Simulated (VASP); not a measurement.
The system is CdF2.

```
CELL_PARAMETERS angstrom
0.00000 2.69410 2.69410
2.69410 0.00000 2.69410
2.69410 2.69410 0.00000
ATOMIC_POSITIONS crystal
Cd 0.00000 0.00000 0.00000
F 0.25000 0.25000 0.25000
F 0.75000 0.75000 0.75000
```

Base run:

* Program: VASP 6.6.1
* Functional: r2SCAN
* Potentials or basis: VASP PAW PBE potentials, release 64 (Cd_sv_GW, F)
* Cutoff: 770 eV
* k mesh: 8 × 8 × 8
* Occupations: gaussian, width 0.05 eV
* Spin: no spin polarisation

Its results: band gap on the k mesh 3.79 eV (least direct gap 4.31 eV); pressure -0.4 GPa.

Task: The run is repeated on the same cell with these changes: dispersion from none to D3(BJ). What comes out?

Result: Band gap on the k mesh 3.79 eV (least direct gap 4.31 eV); pressure -1.4 GPa.

Dispersion adds attraction, which lowers the pressure at fixed volume and, as a term added to the energy, leaves the levels alone.

Caveats: the PAW data sets were made with another functional, which shifts forces and pressure a little.

A k mesh can miss the band edges.
